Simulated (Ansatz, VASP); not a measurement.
**One calculation of AlCu3, two programs**

```
Al Cu
1.0
     0.00000    2.88801    2.88801
     2.88801    0.00000    2.88801
     2.88801    2.88801    0.00000
Al Cu
1 3
Direct
  0.00000 0.00000 0.00000
  0.50000 0.50000 0.50000
  0.25000 0.25000 0.25000
  0.75000 0.75000 0.75000
```

Alike in both runs: task relaxation of cell and atoms; functional LDA; k mesh 12 × 12 × 12; occupations gaussian, width 0.1 eV; no spin polarisation.

|  | VASP | Ansatz |
| --- | --- | --- |
| version | VASP 6.6.1 | Ansatz 0.2.0 |
| potentials or method | VASP PAW LDA potentials, release 64 (Al, Cu), cutoff 600 eV | scalar-relativistic, plane waves, PAW |
| valence electrons in the cell | 36 | 60 |

```tsv
	VASP	Ansatz	Ansatz less VASP
gap on the k mesh at the Fermi level, each at its own relaxed structure (eV)	none	none	-
relaxed volume (Å³/atom)	11.62	11.57	-0.048
relaxed cell length with the largest relative difference (Å)	4.035	4.030	-0.0056
```

Ansatz warns that its potentials were made for another functional, while VASP's fit it. LDA's correlation is that of Perdew and Zunger in VASP and of Perdew and Wang (1992) in Ansatz. A gap of «none» marks a metal or a gap that the smearing closes. VASP's potentials hold 36 valence electrons a cell and Ansatz's 60, so a difference there can come from the potentials and not from the codes.
